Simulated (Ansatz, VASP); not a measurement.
# NaH: VASP beside Ansatz

```xyz
2
Lattice="2.9324 0.0000 0.0000 0.0000 2.9324 0.0000 0.0000 0.0000 2.9324" Properties=species:S:1:pos:R:3 pbc="T T T"
Na    0.0000    0.0000    0.0000
H     1.4662    1.4662    1.4662
```

Alike in both runs: task single point; functional PBE-based screened hybrid; k mesh 4 × 4 × 4; no spin polarisation.

```csv
,VASP,Ansatz
version,VASP 6.6.1,Ansatz 0.2.0
potentials or method,"VASP PAW PBE potentials, release 64 (Na_pv, H)",plane waves
plane-wave cutoff (eV),520,420
occupations,"gaussian, width 0.01 eV",fixed
valence electrons in the cell,8,10
```

```tsv
	VASP	Ansatz	Ansatz less VASP
gap on the k mesh at the Fermi level (eV)	1.17	1.17	+0.001
pressure (GPa)	0.9	0.9	-0.05
```

VASP's potentials were made for PBE, not for PBE-based screened hybrid. VASP's potentials hold 8 valence electrons a cell and Ansatz's 10, so a difference there can come from the potentials and not from the codes. Ansatz's warnings: stress exchange threshold loose, stress scf threshold loose.

The k mesh is coarse, so the values compare programs but aren't converged.
